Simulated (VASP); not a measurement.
Write the native input for VASP 6.6.1 that does the following.

```yaml
Task: single point
Functional: PBE
Potentials_or_basis: VASP PAW PBE potentials, release 64 (La, Os)
Cutoff: 520 eV
k_mesh: 8 × 8 × 8
Occupations: gaussian, width 0.05 eV
Spin: no spin polarisation
Dipole_correction: no
Further_INCAR_settings: ALGO = Fast; EDIFF = 1e-06; NBANDS = 26
```

The structure of LaOs3 lies in POSCAR:

```
LaOs3
1.0
    4.1470735563      0.0000000000      0.0000000000
    0.0000000000      4.1470735563      0.0000000000
    0.0000000000      0.0000000000      4.1470735563
La Os
1 3
Direct
    0.0000000000      0.0000000000      0.0120566948
    0.0000000000      0.5000000000      0.5000000000
    0.5000000000      0.5000000000      0.0000000000
    0.5000000000      0.0000000000      0.5000000000
```

This cell differs from its parent crystal: atom 1 (La) moved 0.05 Å along z.

The input as run:

INCAR

```
SYSTEM = LaOs3
PREC = Accurate
ENCUT = 520
EDIFF = 1E-6
ISMEAR = 0
SIGMA = 0.05
LREAL = .False.
LASPH = .True.
NELM = 80
ALGO = Fast
ISIF = 2
LWAVE = .False.
LCHARG = .False.
GGA = PE
NBANDS = 26
```

KPOINTS

```
regular mesh
0
Gamma
  8 8 8
  0 0 0
```

Potentials or basis: VASP PAW PBE potentials, release 64 (La, Os).

Run with:

```console
$ cat potpaw_PBE.64/La/POTCAR potpaw_PBE.64/Os/POTCAR > POTCAR
$ mpirun -np 1 vasp_std > vasp.out
```

It gave:

| Item | Value |
| --- | --- |
| Pressure | 0.1 GPa |
| Largest force | 0.565 eV/Å |
| Band gap on the k mesh | zero (an odd number of electrons rules out a gap without spin polarisation) |

Caveat: the cell differs from its parent crystal (atom 1 (La) moved 0.05 Å along z); spin-orbit coupling is left out, which moves the levels of the heavy elements.

It took 14 min on 1 thread of Oxide Virtual Turin-like Processor (shared host), peak memory 0.27 GiB.
